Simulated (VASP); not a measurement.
Wanted: the native input for a VASP 6.6.1 run.

```
Task                   : relaxation of cell and atoms
Functional             : RPBE
Dispersion             : D3(BJ)
Potentials or basis    : VASP PAW PBE potentials, release 64 (Mg)
Cutoff                 : 600 eV
k mesh                 : 10 × 10 × 3
Occupations            : fermi-dirac, width 0.05 eV
Spin                   : no spin polarisation
Dipole correction      : no
Further INCAR settings : ALGO = Normal; EDIFF = 1e-06; IBRION = 2; EDIFFG = -0.01; NSW = 60; ISIF = 3
```

The structure of Mg lies in POSCAR:

```
Mg
1.0
    3.1768261656      0.0000000000      0.0000000000
   -1.5884130828      2.7512121628      0.0000000000
    0.0000000000      0.0000000000     10.3188620100
Mg
4
Direct
    0.6666666667      0.3333333333      0.7500000000
    0.0000000000      0.0000000000      0.5000000000
    0.3333333333      0.6666666667      0.2500000000
    0.0000000000      0.0000000000      0.0000000000
```

One way to write it, as run:

INCAR

```
  PREC = Accurate
  ENCUT = 600
  EDIFF = 1E-6
  ISMEAR = -1
  SIGMA = 0.05
  LREAL = F
  LASPH = T
  NELM = 60
  ALGO = Normal
  ISIF = 3
  LWAVE = F
  LCHARG = F
  GGA = RP
  IVDW = 12
  IBRION = 2
  NSW = 60
  EDIFFG = -0.01
```

KPOINTS

```
regular mesh
0
Gamma
  10 10 3
```

Potentials or basis: VASP PAW PBE potentials, release 64 (Mg).

The run is started by

```sh
$ cat potpaw_PBE.64/Mg/POTCAR > POTCAR
$ mpirun -np 1 vasp_std > vasp.out
```

It gave:

```
Relaxed volume                         : 16.80 Å³/atom
Relaxed cell                           : a = 2.880 Å, b = 2.880 Å, c = 9.357 Å, α = 90.00°, β = 90.00°, γ = 120.00°
Space group after relaxing (to 0.05 Å) : P6_3/mmc (No. 194)
Energy gained by relaxing              : 291.4 meV/atom
Ionic steps                            : 7
Pressure after relaxing                : 0.0 GPa
Band gap on the k mesh                 : zero (band 4 reaches 5.15 eV, above the bottom of band 5 at 3.40 eV)
Dispersion energy per atom             : -1.971 eV
```

Caveat: the volume moved by over 15 % at a fixed basis, so the end points are rough; the PAW data sets were made with another functional, which shifts forces and pressure a little; pairwise dispersion overbinds metals, which lowers pressure and volume.

Wall time 48 s on 1 thread of AMD EPYC 9R45 96-Core Processor (Zen 5), on a shared host, peak memory 0.23 GiB.
